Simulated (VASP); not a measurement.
**Cs: relaxation of cell and atoms with PBEsol**

Crystal: Cs.

```
Cs
1.0
    -4.72584    4.72584    2.55534
     4.72584   -4.72584    2.55534
     4.72584    4.72584   -2.55534
Cs
2
Direct
  0.00000 0.00000 0.00000
  0.75000 0.25000 0.50000
```

- Program: VASP 6.6.1
- Task: relaxation of cell and atoms
- Functional: PBEsol
- Potentials or basis: VASP PAW PBE potentials, release 64 (Cs_sv)
- Cutoff: 600 eV
- k mesh: 12 × 12 × 12
- Occupations: gaussian, width 0.1 eV
- Spin: no spin polarisation
- Dipole correction: no
- Further INCAR settings: ALGO = Fast; EDIFF = 1e-06; IBRION = 2; EDIFFG = -0.01; NSW = 100; ISIF = 3

The pressure after relaxing is 0.0 GPa and the band gap on the k mesh is zero (bands 9 and 10 overlap by 1.19 eV).

Final structure:
```yaml
crystal:
  lattice:
    - [-4.72584, 4.72584, 2.55534]
    - [4.72584, -4.72584, 2.55534]
    - [4.72584, 4.72584, -2.55534]
  atoms:
    - { symbol: Cs, position: [0.00000, 0.00000, 0.00000] }
    - { symbol: Cs, position: [0.75000, 0.25000, 0.50000] }
```

Levels at points of the mesh, in eV from the Fermi level:
| k point | band 5 | band 6 | band 7 | band 8 | band 9 | band 10 | band 11 | band 12 | band 13 |
| --- | --- | --- | --- | --- | --- | --- | --- | --- | --- |
| (0.00, 0.00, 0.00) | -10.65 | -10.65 | -10.65 | -10.65 | -1.70 | 0.37 | 1.14 | 1.56 | 1.96 |
| (0.50, 0.00, 0.00) | -10.79 | -10.71 | -10.70 | -10.64 | 0.05 | 0.57 | 0.60 | 1.39 | 1.65 |
| (0.50, 0.50, 0.00) | -10.74 | -10.74 | -10.64 | -10.64 | -0.65 | -0.65 | 1.44 | 1.44 | 1.83 |
| (0.50, 0.50, 0.50) | -10.65 | -10.65 | -10.63 | -10.63 | -0.16 | -0.16 | 0.54 | 0.54 | 1.95 |

Run time: 14 min on 1 thread of Oxide Virtual Turin-like Processor, with other jobs on the host, peak memory 0.8 GiB.

Caveat: the PAW data sets were made with another functional, which shifts forces and pressure a little; spin-orbit coupling is left out, which moves the levels of the heavy elements.
